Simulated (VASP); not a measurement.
# Si (a cell with a defect) in VASP: single point with r2SCAN

Aim: the single point of Si (a cell with a defect) with r2SCAN.

Everything below comes from runs of VASP 6.6.1. Logs are shortened: lines on timing, memory, paths and dates and some standing lists are left out, and cuts for length are marked.

## 1. The cell of the first run

The cell holds a defect, 65 atoms: a = 10.866 Å, b = 10.866 Å, c = 10.866 Å, α = 90.00°, β = 90.00°, γ = 90.00°.

## 2. Single point, r2SCAN, collinear spin

The input, POSCAR:

```
Si
1.0
   10.8655790000      0.0000000000      0.0000000000
    0.0000000000     10.8655790000      0.0000000000
    0.0000000000      0.0000000000     10.8655790000
Si
65
Direct
    0.0002470000      0.9990400000      0.9987620000
    0.0004450000      0.0020660000      0.5000270000
    0.0004570000      0.5003030000      0.0018460000
    0.0097430000      0.5001140000      0.4998020000
    0.4995920000      0.0009590000      0.0006580000
    0.4980660000      0.0002630000      0.4990660000
    0.4980740000      0.4993460000      0.0000330000
    0.4945940000      0.4992840000      0.4990630000
    0.1246300000      0.1244560000      0.1241810000
    0.1261740000      0.1249210000      0.6256700000
    0.1261860000      0.6259270000      0.1247200000
    0.1294060000      0.6259410000      0.6257630000
    0.6240920000      0.1262730000      0.1260780000
    0.6236320000      0.1232050000      0.6247940000
    0.6236560000      0.6250550000      0.1229910000
    0.6139920000      0.6253050000      0.6250520000
    0.2503920000      0.2500820000      0.0007070000
    0.2498130000      0.2485260000      0.4989920000
    0.2485160000      0.7507600000      0.9988890000
    0.2515300000      0.7509740000      0.5000180000
    0.7487860000      0.2486510000      0.0001000000
    0.7487660000      0.2453330000      0.4991440000
    0.7496770000      0.7510240000      0.0019050000
    0.7495630000      0.7604390000      0.4998180000
    0.3758190000      0.3745620000      0.1260060000
    0.3725330000      0.3742130000      0.6247600000
    0.3739250000      0.8752890000      0.1241850000
    0.3743610000      0.8766820000      0.6257230000
    0.8745110000      0.3743140000      0.1230000000
    0.8749620000      0.3645800000      0.6251720000
    0.8754870000      0.8767060000      0.1246830000
    0.8754910000      0.8799000000      0.6258410000
    0.2503810000      0.0009820000      0.2498120000
    0.2485190000      0.9990900000      0.7504830000
    0.2498010000      0.4992300000      0.2483320000
    0.2515650000      0.5002210000      0.7507960000
    0.7488110000      0.0002820000      0.2484020000
    0.7496920000      0.0021440000      0.7507290000
    0.7487590000      0.4993830000      0.2451410000
    0.7495970000      0.5000720000      0.7602570000
    0.3758400000      0.1262540000      0.3742810000
    0.3738960000      0.1244470000      0.8749810000
    0.3725480000      0.6250030000      0.3739880000
    0.3743610000      0.6260100000      0.8764560000
    0.8744930000      0.1232190000      0.3740470000
    0.8754410000      0.1249450000      0.8764570000
    0.8749350000      0.6254970000      0.3643540000
    0.8755010000      0.6261250000      0.8796850000
    0.9974270000      0.2480610000      0.2478280000
    0.0041850000      0.2474020000      0.7544350000
    0.0042000000      0.7547050000      0.2471920000
    0.9961490000      0.7465590000      0.7463060000
    0.5025520000      0.2530650000      0.2527830000
    0.4974340000      0.2480660000      0.7476800000
    0.4973960000      0.7479370000      0.2478060000
    0.4969040000      0.7546390000      0.7543800000
    0.1272020000      0.3708400000      0.3706240000
    0.1268020000      0.3773790000      0.8771430000
    0.1268660000      0.8773860000      0.3771460000
    0.1218890000      0.8723240000      0.8720830000
    0.6282970000      0.3788960000      0.3786870000
    0.6202420000      0.3707940000      0.8774740000
    0.6202320000      0.8777000000      0.3705340000
    0.6268470000      0.8773280000      0.8770550000
    0.8112800000      0.5620390000      0.5618700000
```

The input, INCAR.step1:

```
PREC = Accurate
ENCUT = 440
ISMEAR = -1
SIGMA = 0.05
LREAL = Auto
LASPH = T
NELM = 200
ISPIN = 2
MAGMOM = 0 0 0 0.286 0 0 0 0 0 0 0 0 0 0 0 0.286 0 0 0 0 0 0 0 0.286 0 0 0 0 0 0.286 0 0 0 0 0 0 0 0 0 0.286 0 0 0 0 0 0 0.286 0 0 0 0 0 0 0 0 0 0 0 0 0 0 0 0 0 0.286
NBANDS = 172
ISYM = -1
GGA = PE
ALGO = Normal
EDIFF = 1E-5
LWAVE = T
LCHARG = F
GGA_COMPAT = F
KPAR = 1
```

The input, INCAR.step2:

```
PREC = Accurate
ENCUT = 440
EDIFF = 1E-6
ISMEAR = -1
SIGMA = 0.05
LREAL = Auto
LASPH = T
NELM = 200
ALGO = Normal
ISIF = 2
LWAVE = F
LCHARG = F
ISPIN = 2
MAGMOM = 0 0 0 0.286 0 0 0 0 0 0 0 0 0 0 0 0.286 0 0 0 0 0 0 0 0.286 0 0 0 0 0 0.286 0 0 0 0 0 0 0 0 0 0.286 0 0 0 0 0 0 0.286 0 0 0 0 0 0 0 0 0 0 0 0 0 0 0 0 0 0.286
LORBIT = 11
METAGGA = R2SCAN
LMIXTAU = T
NBANDS = 172
ISYM = -1
ISTART = 1
GGA_COMPAT = F
KPAR = 1
```

The input, KPOINTS:

```
explicit points
1
Reciprocal
  0.25000000   0.25000000   0.25000000 1
```

Potentials or basis: VASP PAW PBE potentials, release 64 (Si).

On the command line:

```sh
cat potpaw_PBE.64/Si/POTCAR > POTCAR
cp INCAR.step1 INCAR
mpirun -np 4 vasp_std > vasp.out
cp INCAR.step2 INCAR
mpirun -np 4 vasp_std > vasp.out
```

OUTCAR:

```text
PREC = Accurate
   ENCUT = 440
   EDIFF = 1E-6
   ISMEAR = -1
   LREAL = Auto
   LASPH = T
   NELM = 200
   ISIF = 2
   ISPIN = 2
   LORBIT = 11
   METAGGA = R2SCAN
   ISYM = -1
   ISTART = 1

 ion  position               nearest neighbor table
   1  0.000  0.999  0.999-  31 2.34  46 2.34  60 2.35   9 2.35
   2  0.000  0.002  0.500-  32 2.34  45 2.34  59 2.35  10 2.35
   3  0.000  0.500  0.002-  48 2.34  29 2.34  58 2.35  11 2.35
   4  0.010  0.500  0.500-  12 2.33  65 2.36  57 2.36  47 2.48  30 2.48
   5  0.500  0.001  0.001-  64 2.35  42 2.35  27 2.35  13 2.35
   6  0.498  0.000  0.499-  41 2.34  63 2.34  28 2.35  14 2.35
   7  0.498  0.499  0.000-  25 2.34  62 2.34  44 2.35  15 2.35
   8  0.495  0.499  0.499-  16 2.33  26 2.34  43 2.34  61 2.35
   9  0.125  0.124  0.124-  49 2.35  33 2.35  17 2.35   1 2.35
  10  0.126  0.125  0.626-  34 2.34  50 2.34  18 2.35   2 2.35
  11  0.126  0.626  0.125-  19 2.34  51 2.34  35 2.35   3 2.35
  12  0.129  0.626  0.626-   4 2.33  20 2.34  36 2.34  52 2.35
  13  0.624  0.126  0.126-  37 2.34  21 2.34  53 2.35   5 2.35
  14  0.624  0.123  0.625-  22 2.34  38 2.34  54 2.35   6 2.35
  15  0.624  0.625  0.123-  39 2.34  23 2.34  55 2.35   7 2.35
  16  0.614  0.625  0.625-   8 2.33  65 2.35  56 2.36  24 2.49  40 2.49
  17  0.250  0.250  0.001-  58 2.35   9 2.35  42 2.35  25 2.35
[... 32 lines left out ...]
  50  0.004  0.247  0.754-  46 2.34  10 2.34  58 2.36  30 2.36
  51  0.004  0.755  0.247-  31 2.34  11 2.34  59 2.36  47 2.36
  52  0.996  0.747  0.746-  12 2.35  32 2.35  48 2.35  60 2.37
  53  0.503  0.253  0.253-  25 2.35  41 2.35  13 2.35  61 2.37
[... 9 lines left out ...]
  63  0.620  0.878  0.371-   6 2.34  37 2.34  55 2.36  24 2.36
  64  0.627  0.877  0.877-  23 2.35  38 2.35   5 2.35  56 2.36
  65  0.811  0.562  0.562-  16 2.35  40 2.36  24 2.36  30 2.36   4 2.36  47 2.36

IMPORTANT INFORMATION: All symmetrisations will be switched off!
NOSYMM: (Re-)initialisation of all symmetry stuff for point group C_1.

----------------------------------------------------------------------------------------

                                     Primitive cell

  volume of cell :    1282.7990

  direct lattice vectors                    reciprocal lattice vectors
    10.865579000  0.000000000  0.000000000     0.092033752  0.000000000  0.000000000
     0.000000000 10.865579000  0.000000000     0.000000000  0.092033752  0.000000000
     0.000000000  0.000000000 10.865579000     0.000000000  0.000000000  0.092033752

  length of vectors
    10.865579000 10.865579000 10.865579000     0.092033752  0.092033752  0.092033752

  position of ions in fractional coordinates (direct lattice)
     0.000247000  0.999040000  0.998762000
     0.000445000  0.002066000  0.500027000
     0.000457000  0.500303000  0.001846000
     0.009743000  0.500114000  0.499802000
     0.499592000  0.000959000  0.000658000
     0.498066000  0.000263000  0.499066000
[... 57 lines left out ...]
     0.626847000  0.877328000  0.877055000
     0.811280000  0.562039000  0.561870000

  ion indices of the primitive-cell ions
   primitive index   ion index
                 1           1
                 2           2
                 3           3
                 4           4
                 5           5
                 6           6
[... 57 lines left out ...]
                64          64
                65          65

----------------------------------------------------------------------------------------

 KPOINTS: explicit points

Read explicit list of k-points.

 Found      1 k-points:

 Following reciprocal coordinates:
            Coordinates               Weight
[... 17 lines left out ...]
   ENCUT  =  440.0 eV  32.34 Ry    5.69 a.u.  18.58 18.58 18.58*2*pi/ulx,y,z
   NELM   =    200;   NELMIN=  2; NELMDL=  0     # of ELM steps
   EDIFF  = 0.1E-05   stopping-criterion for ELM
   LREAL  =      T    real-space projection
   EDIFFG = 0.1E-04   stopping-criterion for IOM
   NSW    =      0    number of steps for IOM
   IBRION =     -1    ionic relax: 0-MD 1-quasi-New 2-CG
   NFREE  =      0    steps in history (QN), initial steepest desc. (CG)
   ISIF   =      2    stress and relaxation
   ISYM   =     -1    0-nonsym 1-usesym 2-fastsym
   POTIM  = 0.5000    time-step for ionic-motion
   TEBEG  =    0.0;   TEEND  =   0.0 temperature during run
   PSTRESS=    0.0 pullay stress
   NELECT =     260.0000    total number of electrons
   NUPDOWN=      -1.0000    fix difference up-down
   EMIN   =  10.00;   EMAX   =-10.00  energy-range for DOS
   EFERMI =   0.00;   METHOD = LEGACY
   ISMEAR =    -1;   SIGMA  =   0.05  broadening in eV -4-tet -1-fermi 0-gaus
   EFERMI_NEDOS =   21; number of points for ismear=-14 and -15
   IALGO  =     38    algorithm
   IMIX   =      4    mixing-type and parameters
     AMIX     =   0.40;   BMIX     =  1.00
     AMIX_MAG =   1.60;   BMIX_MAG =  1.00
  volume/ion in A,a.u.               =      19.74       133.18
  Fermi-wavevector in a.u.,A,eV,Ry     =   0.961641  1.817238 12.582040  0.924754
  Thomas-Fermi vector in A             =   2.091031
   LORBIT       =     11    0 simple, 1 ext, 2 COOP (PROOUT), +10 PAW based schemes
   METAGGA = R2SCAN    functional components
   LHFCALC =     F    Hartree Fock is set to
   AEXX    =    0.0000 exact exchange contribution
   IVDW    =     0    specifies the selected vdW correction
   LEPSILON=     F    determine dielectric tensor
   LRPA    =     F    only Hartree local field effects (RPA)
 spin polarized calculation
  energy-cutoff  :      440.00
  volume of cell :     1282.80
 maximum number of plane-waves:     26886
 NGX is ok and might be reduce to    80
   NGX = 37   NGY = 37   NGZ = 37

 number of electron     260.0000007 magnetization       0.0000000

 number of electron     260.0000007 magnetization      -0.0000000

 Free energy of the ion-electron system (eV)
  ---------------------------------------------------
  ext. energy  EPLUGINS =         0.00000000
  ---------------------------------------------------
  free energy    TOTEN  =      -566.14325524 eV

  energy without entropy =     -566.13976842  energy(sigma->0) =     -566.14151183

 E-fermi :   6.5499     XC(G=0):  -9.9218

 val. band max:        6.2473729441   @ k =   0.2500   0.2500   0.2500
 cond. band min:       6.8872303480   @ k =   0.2500   0.2500   0.2500
 fundamental gap:      0.6398574040
 Fermi energy:         6.5498912906

 spin component 1

 k-point     1 :       0.2500    0.2500    0.2500
  band No.  band energies     occupation
      1      -6.9240      1.00000
      2      -6.2700      1.00000
      3      -5.9474      1.00000
      4      -5.9472      1.00000
      5      -5.5968      1.00000
      6      -5.4167      1.00000
[... 134 lines left out ...]
    141       8.0411      0.00000
    142       8.0843      0.00000
 Fermi energy:         6.5498912906

 spin component 2

 k-point     1 :       0.2500    0.2500    0.2500
  band No.  band energies     occupation
      1      -6.9240      1.00000
      2      -6.2700      1.00000
      3      -5.9474      1.00000
      4      -5.9472      1.00000
      5      -5.5968      1.00000
      6      -5.4167      1.00000
[... 134 lines left out ...]
    141       8.0411      0.00000
    142       8.0843      0.00000
 [bands above 142 left out]

------------------------ aborting loop because EDIFF is reached ----------------------------------------

  FORCE on cell =-STRESS in cart. coord.  units (eV):
  Direction    XX          YY          ZZ          XY          YZ          ZX
  --------------------------------------------------------------------------------------
  -------------------------------------------------------------------------------------
  Total       11.4390385     11.4175255     11.4161842     -8.7970661     -8.8103010     -8.7915440
  in kB       14.2870144     14.2601453     14.2584700    -10.9872705    -11.0038005    -10.9803736
  external PRESSURE =      14.2685433 kB  Pullay stress =       0.0000000 kB

 VOLUME and BASIS-vectors are now :
 -----------------------------------------------------------------------------
  energy-cutoff  :      440.00
  volume of cell :     1282.80
      direct lattice vectors                 reciprocal lattice vectors
    10.865579000  0.000000000  0.000000000     0.092033752  0.000000000  0.000000000
     0.000000000 10.865579000  0.000000000     0.000000000  0.092033752  0.000000000
     0.000000000  0.000000000 10.865579000     0.000000000  0.000000000  0.092033752

 POSITION                                       TOTAL-FORCE (eV/Angst)
 -----------------------------------------------------------------------------------
      0.00268     10.85515     10.85213        -0.012950     -0.001738     -0.001913
      0.00484      0.02245      5.43308         0.006849     -0.005405      0.013384
      0.00497      5.43608      0.02006         0.005900      0.013891     -0.005019
      0.10586      5.43403      5.43064        -0.061066      0.027075      0.029528
      5.42836      0.01042      0.00715         0.004474      0.001443      0.003016
      5.41178      0.00286      5.42264         0.008704     -0.003571     -0.001131
[... 57 lines left out ...]
      6.81106      9.53268      9.52971        -0.023839     -0.009677     -0.009056
      8.81503      6.10688      6.10504         0.016285     -0.002946     -0.007174
 -----------------------------------------------------------------------------------
    total drift:                                0.006058     -0.000120      0.005787

  FREE ENERGIE OF THE ION-ELECTRON SYSTEM (eV)
  ---------------------------------------------------
  free  energy   TOTEN  =      -566.1432552426 eV

  energy  without entropy=     -566.1397684240  energy(sigma->0) =     -566.14151183

 total charge

# of ion       s       p       d       tot
------------------------------------------
    1        0.745   0.966   0.000   1.711
    2        0.745   0.970   0.000   1.715
    3        0.745   0.970   0.000   1.715
    4        0.756   0.919   0.000   1.675
    5        0.745   0.963   0.000   1.708
    6        0.745   0.968   0.000   1.714
[... 57 lines left out ...]
   64        0.746   0.966   0.000   1.712
   65        0.833   0.938   0.000   1.771
--------------------------------------------------
tot         48.679  62.485   0.000 111.164

 magnetization (x)

# of ion       s       p       d       tot
------------------------------------------
    1        0.000   0.000   0.000   0.000
    2        0.000   0.000   0.000   0.000
    3        0.000   0.000   0.000   0.000
    4       -0.000  -0.000   0.000  -0.000
    5       -0.000  -0.000   0.000  -0.000
    6        0.000   0.000   0.000   0.000
[... 57 lines left out ...]
   64        0.000   0.000   0.000   0.000
   65       -0.000  -0.000   0.000  -0.000
--------------------------------------------------
tot         -0.000  -0.000   0.000  -0.000
```

Run time: 6.5 min. Hardware: 4 MPI ranks of Intel Xeon 6975P-C (Granite Rapids), shared host; peak memory 0.58 GiB.

Results:

* Free energy: -566.1433 eV
* Pressure: 1.4 GPa
* Largest force: 0.089 eV/Å
* Band gap on the k mesh: 0.64 eV
* Net moment: 0.00 μB per cell
* Valence electrons inside the program's atomic spheres: Si 1.71, 1.72, 1.68, 1.70, 1.77 (each value once)

Forces on the atoms (eV/Å):
```
Si  -0.013 -0.002 -0.002
Si   0.007 -0.005  0.013
Si   0.006  0.014 -0.005
Si  -0.061  0.027  0.030
Si   0.004  0.001  0.003
Si   0.009 -0.004 -0.001
Si   0.009 -0.001 -0.004
Si   0.008  0.009  0.007
Si  -0.004 -0.003 -0.002
Si  -0.008  0.005  0.005
Si  -0.008  0.004  0.005
Si  -0.008 -0.009 -0.011
Si   0.007  0.004  0.000
Si  -0.003  0.006 -0.016
Si  -0.005 -0.016  0.006
Si   0.055 -0.022 -0.020
Si   0.002  0.006  0.002
Si  -0.010  0.010  0.000
Si   0.001 -0.011 -0.006
Si  -0.006  0.009  0.015
Si   0.001  0.006 -0.005
Si   0.012  0.002  0.008
Si   0.018  0.009 -0.010
Si   0.029 -0.067  0.029
Si   0.000  0.008  0.004
Si   0.011 -0.008 -0.011
Si  -0.006 -0.005 -0.003
Si   0.008 -0.009  0.002
Si  -0.018 -0.007  0.005
Si  -0.033  0.068 -0.028
Si  -0.001 -0.007  0.005
Si  -0.008 -0.003 -0.014
Si   0.005  0.002  0.005
Si   0.000 -0.004 -0.009
Si  -0.009  0.000  0.008
Si  -0.010  0.017  0.008
Si   0.000 -0.004  0.007
Si   0.017 -0.010  0.012
Si   0.013  0.010  0.002
Si   0.030  0.029 -0.070
Si  -0.002  0.005  0.009
Si  -0.004 -0.002 -0.005
Si   0.010 -0.012 -0.007
Si   0.009  0.001 -0.008
Si  -0.016  0.005 -0.007
Si  -0.001  0.006 -0.007
Si  -0.033 -0.031  0.070
Si  -0.009 -0.014 -0.002
Si   0.020  0.012  0.010
Si  -0.014  0.005 -0.013
Si  -0.013 -0.014  0.003
Si   0.044  0.052  0.053
Si  -0.010 -0.016 -0.012
Si   0.011  0.010  0.023
Si   0.013  0.024  0.010
Si   0.005 -0.014 -0.013
Si  -0.004  0.009  0.009
Si  -0.012 -0.023 -0.012
Si  -0.016 -0.012 -0.023
Si   0.012  0.017  0.017
Si  -0.049 -0.052 -0.053
Si   0.013  0.013 -0.003
Si   0.014 -0.005  0.015
Si  -0.024 -0.010 -0.009
Si   0.016 -0.003 -0.007
```

Stress tensor (GPa, compression positive):
```
 1.43 -1.10 -1.10
-1.10  1.43 -1.10
-1.10 -1.10  1.43
```

Levels at points of the mesh, in eV from the valence-band top:
Spin up:
```csv
k point,band 127,band 128,band 129,band 130,band 131,band 132,band 133,band 134
"(0.25, 0.25, 0.25)",-0.77,-0.77,-0.44,0.00,0.64,0.64,0.93,0.93
```
Spin down:
```csv
k point,band 127,band 128,band 129,band 130,band 131,band 132,band 133,band 134
"(0.25, 0.25, 0.25)",-0.77,-0.77,-0.44,0.00,0.64,0.64,0.93,0.93
```

Caveat: the PAW data sets were made with another functional, which shifts forces and pressure a little.
